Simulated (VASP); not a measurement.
# Al18N17 (a cell with a defect) in VASP: relaxation of the atoms with PBE

Aim: the relaxation of the atoms of Al18N17 (a cell with a defect) with PBE.

Program: VASP 6.6.1. These are calculated values, not measurements. Logs are shortened: lines on timing, memory, paths and dates and some standing lists are left out, and cuts for length are marked.

**1. The cell of the first run**

The cell holds a defect, 35 atoms: a = 7.387 Å, b = 7.387 Å, c = 7.387 Å, α = 78.93°, β = 78.93°, γ = 78.93°.

**2. Relaxation of the atoms, PBE, collinear spin**

File INCAR:

```
PREC = Accurate
ENCUT = 520
EDIFF = 1E-6
ISMEAR = 0
SIGMA = 0.02
LREAL = Auto
LASPH = True
NELM = 150
ALGO = Normal
ISIF = 2
LWAVE = False
LCHARG = False
ISPIN = 2
MAGMOM = 0.5 0 0 0 0 0 0 0 0 0.5 0 0.5 0.5 0 0 0 0 0 0 0 0 0 0 0 0 0 0 0 0 0 0 0 0 0 0
LORBIT = 11
GGA = PE
IBRION = 2
NSW = 60
EDIFFG = -0.03
NELECT = 136.0
KPAR = 2
NCORE = 2
```

File KPOINTS:

```
Automatic mesh
0
Gamma
  2 2 2
  0.5 0.5 0.5
```

File POSCAR:

```
Al18N17
1.0
    4.6953054387     -2.7108358590     -5.0180193796
   -4.6953054387     -2.7108358590     -5.0180193796
    0.0000000000      5.4216717179     -5.0180193796
Al N
18 17
Direct
    0.2824563657      0.2860862498      0.9465367714
    0.9438265800      0.2784791134      0.2786535529
    0.6122728397      0.9445872850      0.9441236903
    0.6122640734      0.2784770115      0.6102451340
    0.2777452918      0.9445768427      0.2786615702
    0.9438451157      0.6130060763      0.9441223722
    0.9441049214      0.9448464719      0.6104925694
    0.6106616079      0.6113977295      0.2770394077
    0.2777384556      0.6129961744      0.6102404237
    0.8827690668      0.2260085808      0.8910924282
    0.5560178652      0.2231142408      0.2223957343
    0.2259624893      0.8845754497      0.8912824784
    0.2227230034      0.2261475160      0.5482068321
    0.8876419710      0.8883888481      0.2221379024
    0.5560182041      0.5567400195      0.8887869699
    0.5557403347      0.8883823240      0.5540437897
    0.2223773792      0.5567426799      0.2223951700
    0.8876393165      0.5564725983      0.5540462924
    0.8186763222      0.1505536635      0.1502345208
    0.4838411528      0.8194056146      0.8162124552
    0.4838432652      0.1505522666      0.4850636702
    0.1498205314      0.8194106239      0.1502436016
    0.8186811964      0.4845695950      0.8162115123
    0.8173075431      0.8180445680      0.4837000381
    0.4829402888      0.4836745413      0.1493362409
    0.1498131462      0.4845921591      0.4850611937
    0.0940778887      0.4284596671      0.0941049274
    0.7611213909      0.4288236957      0.4275184432
    0.4277142870      0.0948248968      0.0940993147
    0.4277034879      0.4284436312      0.7604927643
    0.0954912388      0.0962301156      0.4302880190
    0.7611300169      0.7618670184      0.0944760746
    0.7639216194      0.0962253498      0.7618671829
    0.4280861567      0.7618638137      0.4275178931
    0.0954918845      0.7646637312      0.7618725247
```

Potentials or basis: VASP PAW PBE potentials, release 64 (Al, N).

Started as:

```bash
$ cat potpaw_PBE.64/Al/POTCAR potpaw_PBE.64/N/POTCAR > POTCAR
$ mpirun -np 8 vasp_std > vasp.out
```

OUTCAR:

```text
PREC = Accurate
   ENCUT = 520
   EDIFF = 1E-6
   ISMEAR = 0
   LREAL = Auto
   LASPH = True
   NELM = 150
   ISIF = 2
   ISPIN = 2
   LORBIT = 11
   GGA = PE
   IBRION = 2
   NSW = 60
   EDIFFG = -0.03
   NELECT = 136.0

 ion  position               nearest neighbor table
   1  0.282  0.286  0.947-  30 1.86  27 1.88  29 1.90  15 3.03  17 3.04  11 3.05   9 3.11   6 3.13
                             4 3.13   2 3.15   3 3.15   5 3.16  10 3.18  13 3.18  12 3.19
   2  0.944  0.278  0.279-  28 1.89  27 1.91  31 1.91  19 1.91  13 3.06  18 3.08  11 3.09  10 3.09
                            17 3.10  14 3.10   4 3.11   7 3.12   8 3.13   5 3.14   6 3.14   1 3.15
   3  0.612  0.945  0.944-  32 1.89  29 1.91  33 1.91  20 1.91  10 3.07  12 3.08  14 3.08  15 3.09
                            11 3.10  16 3.10   6 3.11   7 3.12   8 3.13   4 3.14   5 3.14   1 3.15
   4  0.612  0.278  0.610-  28 1.89  30 1.91  33 1.91  21 1.91  10 3.07  18 3.08  11 3.09  15 3.10
                            16 3.10  13 3.11   2 3.11   7 3.12   8 3.13   1 3.13   3 3.14   9 3.14
   5  0.278  0.945  0.279-  34 1.89  29 1.91  31 1.91  22 1.91  13 3.07  16 3.08  12 3.08  17 3.09
                            11 3.10  14 3.10   9 3.11   7 3.12   8 3.13   2 3.14   3 3.14   1 3.16
   6  0.944  0.613  0.944-  32 1.89  27 1.90  35 1.91  23 1.91  14 3.08  12 3.08  15 3.09  10 3.09
                            17 3.10  18 3.10   3 3.11   7 3.12   1 3.13   8 3.13   9 3.14   2 3.14
   7  0.944  0.945  0.610-  33 1.90  35 1.90  31 1.90  24 1.91  14 3.09  16 3.09  18 3.09  13 3.11
                            10 3.12   3 3.12   6 3.12   4 3.12   5 3.12   2 3.12   9 3.12  12 3.13
   8  0.611  0.611  0.277-  32 1.90  28 1.90  34 1.90  25 1.92  15 3.08  11 3.08  17 3.08  14 3.08
                            18 3.08  16 3.08   2 3.13   5 3.13   6 3.13   3 3.13   9 3.13   4 3.13
   9  0.278  0.613  0.610-  34 1.89  30 1.90  35 1.91  26 1.91  16 3.08  12 3.08  17 3.09  13 3.09
[... 22 lines left out ...]
  22  0.150  0.819  0.150-  12 1.88  14 1.90  17 1.91   5 1.91
  23  0.819  0.485  0.816-  10 1.88  18 1.90  15 1.91   6 1.91
  24  0.817  0.818  0.484-  14 1.90  16 1.90  18 1.90   7 1.91
[... 9 lines left out ...]
  34  0.428  0.762  0.428-   5 1.89   9 1.89   8 1.90  16 1.91
  35  0.095  0.765  0.762-   7 1.90  12 1.91   9 1.91   6 1.91

  LATTYP: Found a trigonal (rhomboedric) cell.
 ALAT       =     7.3874923155
 COS(alpha) =     0.1920888352

  Lattice vectors:

 A1 = (   4.6953054387,  -2.7108358590,  -5.0180193796)
 A2 = (  -4.6953054387,  -2.7108358590,  -5.0180193796)
 A3 = (   0.0000000000,   5.4216717179,  -5.0180193796)

Analysis of symmetry for initial positions (statically):
=====================================================================
 Subroutine PRICEL returns:
 Original cell was already a primitive cell.

 Routine SETGRP: Setting up the symmetry group for a
 trigonal (rhombohedral) supercell.

 Subroutine GETGRP returns: Found  1 space group operations
 (whereof  1 operations were pure point group operations)
 out of a pool of 12 trial point group operations.

The static configuration has the point symmetry C_1 .

[... 231 lines left out ...]
  Total      -28.4975796    -28.1360923    -32.8933602     -0.0065520      0.1627249      0.1555407
  in kB     -119.1428273   -117.6315193   -137.5207294     -0.0273928      0.6803209      0.6502853
  external PRESSURE =    -124.7650253 kB  Pullay stress =       0.0000000 kB
[... 192 lines left out ...]
  FREE ENERGIE OF THE ION-ELECTRON SYSTEM (eV)
  ---------------------------------------------------
  free  energy   TOTEN  =      -274.6265267159 eV

  energy  without entropy=     -274.6265267159  energy(sigma->0) =     -274.62652672

[... ionic steps 4 to 18 ...]

--------------------------------------- Ionic step       19  -------------------------------------------

 number of electron     135.9999997 magnetization      -0.0000000

 number of electron     135.9999997 magnetization       0.0000000
[... 137 lines left out ...]
 number of electron     135.9999997 magnetization      -0.0000000

 number of electron     135.9999997 magnetization       0.0000000

 Free energy of the ion-electron system (eV)
  ---------------------------------------------------
  ext. energy  EPLUGINS =         0.00000000
  ---------------------------------------------------
  free energy    TOTEN  =      -276.88883299 eV

  energy without entropy =     -276.88883299  energy(sigma->0) =     -276.88883299

 E-fermi :   5.6016     XC(G=0): -10.5399

 val. band max:        5.5052243458   @ k =   0.2500  -0.2500   0.2500
 cond. band min:       7.7065293441   @ k =   0.2500   0.2500   0.2500
 fundamental gap:      2.2013049983
 Fermi energy:         5.6015965867

 spin component 1

 k-point     1 :       0.2500    0.2500    0.2500
  band No.  band energies     occupation
      1      -9.0483      1.00000
      2      -8.1670      1.00000
      3      -8.1668      1.00000
      4      -7.9738      1.00000
      5      -7.7673      1.00000
      6      -7.7670      1.00000
[... 321 lines left out ...]
     79      12.2186      0.00000
     80      12.3319      0.00000
 Fermi energy:         5.6015965867

 spin component 2

 k-point     1 :       0.2500    0.2500    0.2500
  band No.  band energies     occupation
      1      -9.0483      1.00000
      2      -8.1670      1.00000
      3      -8.1668      1.00000
      4      -7.9738      1.00000
      5      -7.7673      1.00000
      6      -7.7670      1.00000
[... 321 lines left out ...]
     79      12.2186      0.00000
     80      12.3319      0.00000
 [bands above 80 left out]

------------------------ aborting loop because EDIFF is reached ----------------------------------------

  FORCE on cell =-STRESS in cart. coord.  units (eV):
  Direction    XX          YY          ZZ          XY          YZ          ZX
  --------------------------------------------------------------------------------------
  -------------------------------------------------------------------------------------
  Total      -19.9858591    -19.9982134    -24.4167469      0.0044346     -0.0052118      0.0012743
  in kB      -83.5569825    -83.6086334   -102.0816609      0.0185401     -0.0217896      0.0053275
  external PRESSURE =     -89.7490923 kB  Pullay stress =       0.0000000 kB
[... 50 lines left out ...]
  FREE ENERGIE OF THE ION-ELECTRON SYSTEM (eV)
  ---------------------------------------------------
  free  energy   TOTEN  =      -276.8888329874 eV

  energy  without entropy=     -276.8888329874  energy(sigma->0) =     -276.88883299

 reached required accuracy - stopping structural energy minimisation

 total charge

# of ion       s       p       d       tot
------------------------------------------
    1        0.378   0.428   0.000   0.806
    2        0.358   0.420   0.000   0.778
    3        0.358   0.420   0.000   0.778
    4        0.358   0.420   0.000   0.778
    5        0.358   0.420   0.000   0.778
    6        0.358   0.420   0.000   0.778
[... 27 lines left out ...]
   34        1.220   2.615   0.000   3.835
   35        1.225   2.610   0.000   3.835
--------------------------------------------------
tot         27.370  52.015   0.000  79.385

 magnetization (x)

# of ion       s       p       d       tot
------------------------------------------
    1       -0.000  -0.000   0.000  -0.000
    2        0.000   0.000   0.000   0.000
    3       -0.000  -0.000   0.000  -0.000
    4       -0.000  -0.000   0.000  -0.000
    5       -0.000  -0.000   0.000  -0.000
    6        0.000   0.000   0.000   0.000
[... 27 lines left out ...]
   34       -0.000   0.000   0.000   0.000
   35       -0.000  -0.000   0.000  -0.000
--------------------------------------------------
tot         -0.000   0.000   0.000   0.000
```

OSZICAR:

```text
N       E                     dE             d eps       ncg     rms          rms(c)
DAV:   1     0.567249616677E+03    0.56725E+03   -0.62777E+04  1408   0.138E+03
DAV:   2    -0.252689322183E+03   -0.81994E+03   -0.79242E+03  1816   0.271E+02
DAV:   3    -0.315339772228E+03   -0.62650E+02   -0.62267E+02  1632   0.810E+01
[... 205 lines left out ...]
DAV:   2    -0.276888869223E+03   -0.11669E-03   -0.16285E-03  1632   0.127E-01    0.349E-02
DAV:   3    -0.276888844005E+03    0.25218E-04   -0.44613E-05  1728   0.294E-02    0.212E-02
DAV:   4    -0.276888832882E+03    0.11123E-04   -0.67448E-05  1600   0.297E-02    0.806E-03
DAV:   5    -0.276888832927E+03   -0.45002E-07   -0.11538E-05  1568   0.133E-02    0.681E-03
DAV:   6    -0.276888832987E+03   -0.59983E-07   -0.32556E-06  1424   0.632E-03
  21 F= -.27688883E+03 E0= -.27688883E+03  d E =-.393758E-03  mag=     0.0000
```

CONTCAR:

```text
Al18N17
   1.00000000000000
     4.6953054387000002   -2.7108358589999999   -5.0180193796000001
    -4.6953054387000002   -2.7108358589999999   -5.0180193796000001
     0.0000000000000000    5.4216717178999998   -5.0180193796000001
  Al              N
    18    17
Direct
     0.3212058037241551    0.3220992665038697    0.9875149436932790
     0.9432274510837091    0.2795404933407560    0.2767522677143726
     0.6104021504648424    0.9441560886285590    0.9449606796046630
     0.6104429641595915    0.2795614981043312    0.6096011288777258
     0.2786354796262063    0.9441208053261553    0.2767659970707588
     0.9432440266423794    0.6113298359356517    0.9449609441896248
[... 27 lines left out ...]
     0.4258895214090976    0.7589371848379632    0.4243795452550009
     0.0941547583925402    0.7635691433394873    0.7604999210283487

  0.00000000E+00  0.00000000E+00  0.00000000E+00
  0.00000000E+00  0.00000000E+00  0.00000000E+00
  0.00000000E+00  0.00000000E+00  0.00000000E+00
  0.00000000E+00  0.00000000E+00  0.00000000E+00
  0.00000000E+00  0.00000000E+00  0.00000000E+00
  0.00000000E+00  0.00000000E+00  0.00000000E+00
[... 27 lines left out ...]
  0.00000000E+00  0.00000000E+00  0.00000000E+00
  0.00000000E+00  0.00000000E+00  0.00000000E+00
```

It took 7 min on 8 MPI ranks of AMD EPYC 9R45 (Zen 5), shared host; peak memory 0.3 GiB.

Results:

| Quantity | Value |
| --- | --- |
| Free energy | -276.8888 eV |
| Energy gained by relaxing | 56.2 meV/atom |
| Ionic steps | 21 |
| Largest force after relaxing | 0.020 eV/Å |
| Net moment | 0.00 μB per cell |
| Valence electrons inside the program's atomic spheres | Al 0.81, 0.78, 0.77, 0.76, 0.82, 0.79 (each value once); N 3.85, 3.83, 3.79 (each value once) |

Forces on the atoms (eV/Å):
```
Al   0.000  0.001  0.009
Al   0.010 -0.004  0.002
Al  -0.008 -0.007 -0.001
Al   0.006  0.009  0.002
Al  -0.013 -0.005 -0.001
Al   0.007 -0.006  0.002
Al  -0.003 -0.002 -0.004
Al   0.002  0.000  0.015
Al  -0.001  0.010  0.002
Al   0.003  0.000 -0.006
Al   0.000  0.000 -0.018
Al  -0.004  0.000 -0.008
Al   0.005  0.003 -0.003
Al  -0.002  0.005  0.000
Al   0.002  0.002 -0.019
Al   0.004 -0.003 -0.001
Al   0.000 -0.001 -0.018
Al  -0.004 -0.002  0.000
N    0.000  0.001  0.003
N    0.000  0.000  0.005
N   -0.002  0.003  0.005
N    0.001 -0.002  0.005
N    0.000  0.000  0.002
N    0.002  0.003  0.009
N   -0.003 -0.002 -0.004
N   -0.005  0.000  0.000
N    0.000 -0.003  0.000
N    0.000  0.001  0.007
N    0.001  0.000  0.002
N   -0.003 -0.001  0.000
N    0.001 -0.002 -0.002
N    0.001 -0.001  0.008
N   -0.001  0.002  0.000
N   -0.001  0.002  0.008
N    0.003  0.001 -0.002
```

The path:
```
step  energy change (eV)  largest force (eV/Å)  pressure (GPa)
   1              0.0000                1.9699          -12.48
   2             -0.8068                1.9618          -11.38
   3              0.2955                4.8392           -7.27
   4             -1.1316                1.5588          -10.21
   5             -1.4981                0.9450           -9.63
   6             -1.5985                1.1115           -9.15
   7             -1.8127                0.4967           -9.11
   8             -1.8262                0.5629           -9.06
   9             -1.8761                0.4682           -8.98
  10             -1.8856                0.4820           -8.93
  11             -1.9143                0.3264           -8.91
  12             -1.9205                0.3199           -8.90
  13             -1.9431                0.2029           -8.92
  14             -1.9479                0.2476           -8.93
  15             -1.9571                0.1994           -8.96
  16             -1.9587                0.2524           -8.97
  17             -1.9644                0.0837           -8.98
  18             -1.9645                0.0986           -8.99
  19             -1.9664                0.0342           -8.98
  20             -1.9664                0.0351           -8.98
  21             -1.9668                0.0197           -8.97
```

Final structure:
```
CELL_PARAMETERS angstrom
4.69531 -2.71084 -5.01802
-4.69531 -2.71084 -5.01802
0.00000 5.42167 -5.01802
ATOMIC_POSITIONS crystal
Al 0.32121 0.32210 0.98751
Al 0.94323 0.27954 0.27675
Al 0.61040 0.94416 0.94496
Al 0.61044 0.27956 0.60960
Al 0.27864 0.94412 0.27677
Al 0.94324 0.61133 0.94496
Al 0.94248 0.94335 0.60881
Al 0.60856 0.60948 0.27489
Al 0.27864 0.61132 0.60961
Al 0.83846 0.23555 0.90096
Al 0.56443 0.21627 0.23074
Al 0.23465 0.83936 0.90094
Al 0.23462 0.23555 0.50478
Al 0.88415 0.88505 0.22102
Al 0.56444 0.56534 0.88165
Al 0.55468 0.88508 0.55044
Al 0.21533 0.56535 0.23075
Al 0.88415 0.55562 0.55044
N 0.82206 0.14841 0.15057
N 0.48426 0.82297 0.81380
N 0.48427 0.14844 0.48838
N 0.14749 0.82297 0.15057
N 0.82206 0.48516 0.81380
N 0.81613 0.81707 0.48244
N 0.47442 0.47531 0.14073
N 0.14751 0.48514 0.48838
N 0.09355 0.43338 0.09883
N 0.75804 0.42680 0.42436
N 0.43249 0.09446 0.09884
N 0.43251 0.43338 0.75990
N 0.09416 0.09506 0.42901
N 0.75803 0.75896 0.09221
N 0.76268 0.09507 0.76050
N 0.42589 0.75894 0.42438
N 0.09415 0.76357 0.76050
```

Levels at points of the mesh, in eV from the Fermi level:
Spin up:
```csv
k point,band 64,band 65,band 66,band 67,band 68,band 69,band 70,band 71,band 72,band 73
"(0.25, 0.25, 0.25)",-0.46,-0.46,-0.39,-0.13,-0.13,2.10,4.77,5.21,5.21,5.62
```
Spin down:
| k point | band 65 | band 66 | band 67 | band 68 | band 69 | band 70 | band 71 | band 72 |
| --- | --- | --- | --- | --- | --- | --- | --- | --- |
| (0.25, 0.25, 0.25) | -0.46 | -0.39 | -0.13 | -0.13 | 2.10 | 4.77 | 5.21 | 5.21 |

Caveat: the cell carries a net charge on a neutralising background, which shifts energy and pressure; the cell is charged against a uniform background, so pressure and absolute levels hang on convention.
